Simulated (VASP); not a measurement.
Runs of VASP 6.6.1 on Pd. The structure is that of space group P6_3/mmc (No. 194), or close to it. The cells are those of the table. This isn't the form of Pd at room conditions, which is fcc.

```csv
spin,cell,k mesh,cutoff (eV),smearing,gap on the mesh (eV),pressure (GPa),moment (μB)
off,"a = 2.804, b = 2.804, c = 4.667 Å, angles 90.0, 90.0, 120.0°, 2 atoms",15 × 15 × 8,500,fermi-dirac 0.1 eV,none,-0.3,-
off,"a = 2.727, b = 2.727, c = 4.540 Å, angles 90.0, 90.0, 120.0°, 2 atoms",15 × 15 × 8,500,fermi-dirac 0.1 eV,none,14.8,-
off,"a = 2.912, b = 2.912, c = 4.847 Å, angles 90.0, 90.0, 120.0°, 2 atoms",15 × 15 × 8,500,fermi-dirac 0.1 eV,none,-12.0,-
collinear,"a = 2.718, b = 2.718, c = 4.562 Å, angles 90.0, 90.0, 120.0°, 2 atoms",15 × 15 × 8,520,fermi-dirac 0.05 eV,none,(b),(a)
collinear,"a = 2.757, b = 2.757, c = 4.628 Å, angles 90.0, 90.0, 120.0°, 2 atoms",15 × 15 × 8,520,fermi-dirac 0.05 eV,none,6.5,0.65
collinear,"a = 2.794, b = 2.794, c = 4.691 Å, angles 90.0, 90.0, 120.0°, 2 atoms",13 × 13 × 7,520,fermi-dirac 0.05 eV,none,-0.2,0.00
off,"a = 2.766, b = 2.766, c = 4.604 Å, angles 90.0, 90.0, 120.0°, 2 atoms",15 × 15 × 8,500,fermi-dirac 0.1 eV,none,6.3,-
collinear,"a = 2.678, b = 2.678, c = 4.495 Å, angles 90.0, 90.0, 120.0°, 2 atoms",15 × 15 × 8,520,fermi-dirac 0.05 eV,none,26.0,0.31
```

Alike in all rows: task single point; level RPBE; potentials or basis VASP PAW PBE potentials, release 64 (Pd).

Q: Estimate the missing entries.

A: (a) 0.54; (b) 15.0.

Caveats: the PAW data sets were made with another functional, which shifts forces and pressure a little; the cell stands under pressure (at least some runs); the cell stands under tension (at least some runs); a moment this small can come from the mesh or the smearing (at least some runs).

A k mesh can miss the band edges, and the runs leave out spin-orbit coupling on Pd.

A gap of «none» marks levels without a gap at the run's occupations.
